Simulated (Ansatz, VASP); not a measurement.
One calculation of Ga3Se, two programs

```
Se Ga
1.0
     4.37256    0.00000    0.00000
     0.00000    4.37256    0.00000
     0.00000    0.00000    4.37256
Se Ga
1 3
Direct
  0.00000 0.00000 0.00000
  0.50000 0.50000 0.00000
  0.50000 0.00000 0.50000
  0.00000 0.50000 0.50000
```

Alike in both runs: task single point; functional r2SCAN; k mesh 6 × 6 × 6; occupations fermi-dirac, width 0.05 eV; no spin polarisation.

|  | VASP | Ansatz |
| --- | --- | --- |
| version | VASP 6.6.1 | Ansatz 0.2.0 |
| potentials or method | VASP PAW PBE potentials, release 64 (Se, Ga_d) | Ansatz PAW |
| plane-wave cutoff (eV) | 520 | 500 |
| valence electrons in the cell | 45 | 55 |

```csv
,VASP,Ansatz,Ansatz less VASP
gap on the k mesh at the Fermi level (eV),none,none,-
pressure (GPa),-0.1,-0.1,-0.02
```

VASP's potentials were made for PBE, not for r2SCAN. A gap of «none» marks a metal or a gap that the smearing closes. VASP's potentials hold 45 valence electrons a cell and Ansatz's 55, so a difference there can come from the potentials and not from the codes.
